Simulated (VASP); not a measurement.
Write the native input for VASP 6.6.1 that does the following.

```yaml
Task: relaxation of cell and atoms
Functional: PBE
Potentials_or_basis: VASP PAW PBE potentials, release 64 (Cu, H)
Cutoff: 600 eV
k_mesh: 10 × 10 × 8
Occupations: gaussian, width 0.1 eV
Spin: no spin polarisation
Dipole_correction: no
Further_INCAR_settings: ALGO = Normal; EDIFF = 1e-06; IBRION = 2; EDIFFG = -0.01; NSW = 100; ISIF = 3
```

The structure of CuH8 lies in POSCAR:

```
CuH8
1.0
    4.0811974036      0.0000000000      0.0000000000
    0.0000000000      4.0811974036      0.0000000000
    0.0000000000      0.0000000000      4.5677775327
Cu H
1 8
Direct
    0.0000000000      0.0000000000      0.0000000000
    0.3979931769      0.0000000000      0.0000000000
    0.6020068231      0.0000000000      0.0000000000
    0.0000000000      0.3979931769      0.0000000000
    0.0000000000      0.6020068231      0.0000000000
    0.2854845481      0.5000000000      0.5000000000
    0.7145154519      0.5000000000      0.5000000000
    0.5000000000      0.2854845481      0.5000000000
    0.5000000000      0.7145154519      0.5000000000
```

One way to write it, as run:

INCAR

```
ALGO = Normal ; EDIFF = 1E-6
EDIFFG = -0.01 ; ENCUT = 600
GGA = PE ; IBRION = 2
ISIF = 3 ; ISMEAR = 0
LASPH = T ; LCHARG = F
LREAL = F ; LWAVE = F
NELM = 100 ; NSW = 100
PREC = Accurate ; SIGMA = 0.1
```

KPOINTS

```
k-points
0
Gamma
  10 10 8
```

Potentials or basis: VASP PAW PBE potentials, release 64 (Cu, H).

Command:

```console
$ cat potpaw_PBE.64/Cu/POTCAR potpaw_PBE.64/H/POTCAR > POTCAR
$ mpirun -np 1 vasp_std > vasp.out
```

Results of the run:

```json
{"Relaxed volume": "8.78 Å³/atom", "Relaxed cell": "a = 4.038 Å, b = 4.038 Å, c = 4.844 Å, α = 90.00°, β = 90.00°, γ = 90.00°", "Space group after relaxing (to 0.05 Å)": "P4/mmm (No. 123)", "Energy gained by relaxing": "2.2 meV/atom", "Ionic steps": "16", "Pressure after relaxing": "0.0 GPa", "Largest force after relaxing": "0.006 eV/Å"}
```

Wall time 14 min on 1 thread of AMD EPYC 9R45 96-Core Processor (Zen 5), on a shared host, peak memory 0.27 GiB.
